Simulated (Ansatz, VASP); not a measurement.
## Nb3Te2Mo in VASP and in Ansatz

```
Nb Te Mo
1.0
     3.35000    0.00000    0.00000
     0.00000    3.35000    0.00000
     0.00000    0.00000   11.50000
Nb Te Mo
3 2 1
Direct
  0.00000 0.00000 0.60000
  0.50000 0.50000 0.17000
  0.00000 0.00000 0.31300
  0.00000 0.00000 0.00000
  0.50000 0.50000 0.77000
  0.50000 0.50000 0.45700
```

Alike in both runs: task relaxation of cell and atoms; functional PBE; k mesh 5 × 5 × 2; occupations gaussian, width 0.2 eV; no spin polarisation.

|  | VASP | Ansatz |
| --- | --- | --- |
| version | VASP 6.6.1 | Ansatz 0.2.0 |
| potentials or method | VASP PAW PBE potentials, release 64 (Nb_sv, Te, Mo_sv), cutoff 600 eV | scalar-relativistic, plane waves, PAW |
| valence electrons in the cell | 65 | 85 |

```csv
,VASP,Ansatz,Ansatz less VASP
"gap on the k mesh at the Fermi level, each at its own relaxed structure (eV)",none,none,-
relaxed volume (Å³/atom),22.13,22.06,-0.069
relaxed length of the cell vector where the two differ most in proportion (Å),11.389,11.350,-0.0396
```

A gap of «none» marks a metal or a gap that the smearing closes. VASP's potentials hold 65 valence electrons a cell and Ansatz's 85, so a difference there can come from the potentials and not from the codes.

The k mesh is coarse, so the values compare programs but aren't converged. Neither program's run includes spin-orbit coupling.
